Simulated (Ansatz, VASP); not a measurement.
# Two plane-wave programs on B5P3

```
CELL_PARAMETERS angstrom
-2.51903 2.51903 2.85450
2.51903 -2.51903 2.85450
2.51903 2.51903 -2.85450
ATOMIC_POSITIONS crystal
B 0.50000 0.50000 0.50000
B 0.00000 0.00000 0.50000
B 0.50000 0.00000 0.00000
B 0.00000 0.50000 0.00000
B 0.00000 0.00000 0.00000
P 0.50000 0.00000 0.50000
P 0.00000 0.50000 0.50000
P 0.50000 0.50000 0.00000
```

Change from the starting cell: species swapped into the Li3Mg5 type (I4/mmm, No. 139).

Alike in both runs: functional PBE; k mesh 10 × 10 × 10; occupations gaussian, width 0.1 eV; no spin polarisation.

Ansatz relaxed the structure, and its values are those at the end. VASP's run is a single point on that final structure, the one shown.

```csv
,VASP,Ansatz
version,VASP 6.6.1,Ansatz 0.2.0
potentials or method,"VASP PAW PBE potentials, release 64 (B, P), cutoff 520 eV","scalar-relativistic, plane waves, PAW"
valence electrons in the cell,30,30
```

```tsv
	VASP	Ansatz	Ansatz less VASP
gap on the k mesh at the Fermi level (eV)	none	none	-
pressure (GPa)	-0.3	0.0	+0.27
```

A gap of «none» marks a metal or a gap that the smearing closes. With one functional, cell and mesh, what is left measures potentials, basis and numerics.
